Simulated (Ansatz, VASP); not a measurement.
## Two plane-wave programs on TaN

```
Ta N
1.0
     0.00000    2.18784    2.18784
     2.18784    0.00000    2.18784
     2.18784    2.18784    0.00000
Ta N
1 1
Direct
  0.50000 0.50000 0.50000
  0.00000 0.00000 0.00000
```

Alike in both runs: functional PBEsol; k mesh 12 × 12 × 12; occupations fermi-dirac, width 0.05 eV; no spin polarisation.

Ansatz relaxed the structure, and its values are those at the end. VASP's run is a single point on that final structure, the one shown.

```csv
,VASP,Ansatz
version,VASP 6.6.1,Ansatz 0.2.0
potentials or method,"VASP PAW PBE potentials, release 64 (Ta_pv, N)","PAW with Ansatz's default frozen-core files, scalar-relativistic"
plane-wave cutoff (eV),520,420
valence electrons in the cell,16,18
```

VASP gave:

| Item | Value |
| --- | --- |
| pressure (GPa) | 1.0 |

Which values does Ansatz return?

Pressure (GPa): 0.0.

VASP's potentials were made for PBE, not for PBEsol. VASP's potentials hold 16 valence electrons a cell and Ansatz's 18, so a difference there can come from the potentials and not from the codes.

Spin-orbit coupling is off throughout.
